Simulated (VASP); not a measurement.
## H2C9: single point with LDA

The system is H2C9, a slab with vacuum.

```xyz
22
Lattice="2.4973 0.0000 0.0000 0.0000 4.9946 0.0000 0.0000 0.0000 20.5659" Properties=species:S:1:pos:R:3 pbc="T T T"
C     0.0000    1.2487    4.6524
C     0.0000    3.7460    4.6524
C     0.0000    2.4973    5.5353
C     0.0000    0.0000    5.5353
C     1.2487    2.4973    6.4183
C     1.2487    0.0000    6.4183
C     1.2487    3.7460    7.3012
C     1.2487    1.2487    7.3012
C     0.0000    3.7635    8.1449
C     0.0000    1.2298    8.1597
C     0.0000   -0.0220    9.0919
C     0.0000    2.5103    8.9375
C     1.2487   -0.0320   10.0068
C     1.2487    2.5291    9.7426
C     1.2487    1.3021   10.7219
C     1.2487    3.6339   10.8361
C     0.0000    1.8089   11.2605
C     0.0000    3.1553   11.5525
H    -0.7102    1.2508    3.8884
H     0.7102    1.2508    3.8884
H     0.7102    3.7438    3.8884
H    -0.7102    3.7438    3.8884
```

* Program: VASP 6.6.1
* Task: single point
* Functional: LDA
* Potentials or basis: VASP PAW LDA potentials, release 64 (C, H)
* Cutoff: 520 eV
* k mesh: 10 × 5 × 1
* Occupations: gaussian, width 0.05 eV
* Spin: no spin polarisation

```
Largest force          : 4.258 eV/Å
Band gap on the k mesh : 1.20 eV
```

Forces in eV/Å, atoms in the order of the input:
```
C    0.000 -0.004  1.898
C    0.000  0.004  1.907
C    0.000 -0.014 -1.792
C    0.000  0.015 -1.846
C    0.000  0.004 -0.114
C    0.000  0.002 -0.525
C    0.000  1.011 -1.339
C    0.000 -1.018 -0.832
C    0.000  0.020  0.003
C    0.000 -0.023  0.010
C    0.000  0.002  0.011
C    0.000  0.006  0.002
C    0.000 -0.005  0.017
C    0.000  0.002 -0.006
C    0.000 -0.070  0.018
C    0.000  0.053 -0.007
C    0.000 -0.037  4.257
C    0.000  0.050 -1.523
H   -0.034  0.002 -0.035
H    0.034  0.002 -0.035
H    0.034 -0.001 -0.035
H   -0.034 -0.001 -0.035
```

Levels at points of the mesh, in eV from the valence-band top:
```csv
k point,band 34,band 35,band 36,band 37,band 38,band 39,band 40,band 41,band 42,band 43
"(0.00, 0.00, 0.00)",-1.73,-1.50,-0.46,-0.12,0.00,1.20,2.55,3.03,3.69,3.80
"(0.50, 0.00, 0.00)",-3.76,-3.51,-3.15,-3.00,-1.79,1.36,3.93,4.05,4.73,5.65
```

Wall time 19 min on 1 thread of Intel Xeon 8259CL (shared host), peak memory 0.37 GiB.
